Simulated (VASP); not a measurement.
A run of VASP 6.6.1 is set up as follows.

The input INCAR:

```
  PREC = Accurate
  ENCUT = 520
  EDIFF = 1E-6
  ISMEAR = 0
  SIGMA = 0.1
  LREAL = F
  LASPH = T
  NELM = 80
  ALGO = Normal
  ISIF = 2
  LWAVE = F
  LCHARG = F
  GGA = PE
  NBANDS = 24
```

KPOINTS

```
regular mesh
0
Gamma
  6 6 4
```

POSCAR

```
InTeO2
1.0
    3.5520557400      0.0000000000      0.0000000000
    0.0000000000      3.5520557400      0.0000000000
    0.0000000000      0.0000000000      5.0174775900
In Te O
1 1 2
Direct
    0.0000000000      0.0000000000      0.0000000000
    0.5000000000      0.5000000000      0.5000000000
    0.0000000000      0.0000000000      0.5000000000
    0.5000000000      0.5000000000      0.0000000000
```

Potentials or basis: VASP PAW PBE potentials, release 64 (In_d, Te, O).

Run with:

```sh
$ cat potpaw_PBE.64/In_d/POTCAR potpaw_PBE.64/Te/POTCAR potpaw_PBE.64/O/POTCAR > POTCAR
$ mpirun -np 1 vasp_std > vasp.out
```

What does it give for the pressure?

3.2 GPa.

Predict the band gap on the k mesh.

zero (an odd number of electrons rules out a gap without spin polarisation).

Stress tensor (GPa, compression positive):
```
3.61 0.00 0.00
0.00 3.61 0.00
0.00 0.00 2.40
```

Caveat: the cell stands under pressure; spin-orbit coupling is left out, which moves the levels of the heavy elements; an odd number of electrons without spin polarisation forces a metal; a magnetic or distorted state may lie lower.
